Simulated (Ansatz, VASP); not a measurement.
WSe2: VASP beside Ansatz

INCAR

```
ALGO = Normal
EDIFF = 1E-7
ENCUT = 520
GGA = PS
ISIF = 2
ISMEAR = 0
LASPH = T
LCHARG = F
LREAL = F
LWAVE = F
NBANDS = 35
NELM = 80
PREC = Accurate
SIGMA = 0.05
```

File KPOINTS:

```
k-points
0
Gamma
  9 9 2
```

The input POSCAR:

```
WSe2
1.0
    3.2705808386      0.0000000000      0.0000000000
   -1.6352904193      2.8324060913      0.0000000000
    0.0000000000      0.0000000000     23.9869951139
W Se
2 4
Direct
    0.4128891143      0.3333333333      0.1491575590
    0.3333333333      0.6666666667      0.8623778584
    0.3333333333      0.6666666667      0.2073407565
    0.6666666667      0.3333333333      0.9321940382
    0.3333333333      0.6666666667      0.0678059618
    0.6666666667      0.3333333333      0.7926592435
```

Input for Ansatz:

```yaml
crystal:
  lattice:
    - [3.2705808386, 0.0, 0.0]
    - [-1.6352904193, 2.8324060913, 0.0]
    - [0.0, 0.0, 23.9869951139]
  atoms:
    - { symbol: W, position: [0.4128891143, 0.3333333333, 0.149157559] }
    - { symbol: W, position: [0.3333333333, 0.6666666667, 0.8623778584] }
    - { symbol: Se, position: [0.3333333333, 0.6666666667, 0.2073407565] }
    - { symbol: Se, position: [0.6666666667, 0.3333333333, 0.9321940382] }
    - { symbol: Se, position: [0.3333333333, 0.6666666667, 0.0678059618] }
    - { symbol: Se, position: [0.6666666667, 0.3333333333, 0.7926592435] }
basis:
  ecutwfc: 420
kpoints:
  mp_grid: { grid: [9, 9, 2] }
hamiltonian:
  xc: pbesol
  pseudopotentials: { kind: paw, azcp: { folder: soft_1 } }
scf:
  occupations: { method: gaussian, width: 0.05 }
output:
  forces: true
  stress: true
  eigenvalues: true
  write_density: true
  write_potential: true
  elf: true
  volumetric_format: npy
```

Alike in both runs: task single point; functional PBEsol; k mesh 9 × 9 × 2; occupations gaussian, width 0.05 eV; no spin polarisation.

```csv
,VASP,Ansatz
version,VASP 6.6.1,Ansatz 0.2.0
potentials or method,"VASP PAW PBE potentials, release 64 (W_sv, Se), cutoff 520 eV","scalar-relativistic, plane waves, PAW"
valence electrons in the cell,52,92
```

|  | VASP | Ansatz | Ansatz less VASP |
| --- | --- | --- | --- |
| gap on the k mesh at the Fermi level (eV) | none | none | - |
| rms of the force components (eV/Å) | 7.866 | 7.831 | -0.0355 |

VASP's potentials were made for PBE, not for PBEsol, and Ansatz warns of the same on its side. Atom by atom the forces differ by 0.044 eV/Å (rms over components). A gap of «none» marks a metal or a gap that the smearing closes. The functional is the same, so the differences come from potentials, cutoffs and numerics. VASP's potentials hold 52 valence electrons a cell and Ansatz's 92, so a difference there can come from the potentials and not from the codes. Ansatz's warnings: xc potential rough in thin density.

Neither program's run includes spin-orbit coupling.
